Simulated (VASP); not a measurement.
## Sc: single point with r2SCAN

Crystal: Sc.

```
Sc
1.0
     5.01860    0.00000    0.00000
    -2.50930    4.34624    0.00000
     0.00000    0.00000    3.12896
Sc
3
Direct
  0.00000 0.00000 0.00000
  0.33333 0.66667 0.50000
  0.66667 0.33333 0.50000
```

This isn't the form of Sc at room conditions, which is hcp.

```yaml
Program: VASP 6.6.1
Task: single point
Functional: r2SCAN
Potentials_or_basis: VASP PAW PBE potentials, release 64 (Sc_sv)
Cutoff: 550 eV
k_mesh: 8 × 8 × 11
Occupations: fermi-dirac, width 0.1 eV
Spin: no spin polarisation
Dipole_correction: no
Further_INCAR_settings: ALGO = Normal; EDIFF = 1e-06; NBANDS = 24
```

| Property | Result |
| --- | --- |
| Pressure | 5.5 GPa |
| Band gap on the k mesh | zero (an odd number of electrons rules out a gap without spin polarisation) |

Stress tensor (GPa, compression positive):
```
5.33 0.00 0.00
0.00 5.33 0.00
0.00 0.00 5.70
```

Levels at points of the mesh, in eV from the Fermi level:
| k point | band 12 | band 13 | band 14 | band 15 | band 16 | band 17 | band 18 | band 19 | band 20 | band 21 |
| --- | --- | --- | --- | --- | --- | --- | --- | --- | --- | --- |
| (0.00, 0.00, 0.00) | -28.63 | -5.57 | -0.79 | -0.11 | -0.11 | 0.01 | 0.01 | 0.94 | 1.98 | 2.45 |
| (0.50, 0.00, 0.00) | -28.65 | -3.36 | -3.27 | -1.73 | 0.54 | 0.80 | 0.80 | 0.85 | 1.16 | 1.71 |

Wall time 14 min on 1 thread of Oxide Virtual Turin-like Processor (shared host), peak memory 0.21 GiB.

Caveat: the cell stands under pressure; the PAW data sets were made with another functional, which shifts forces and pressure a little.
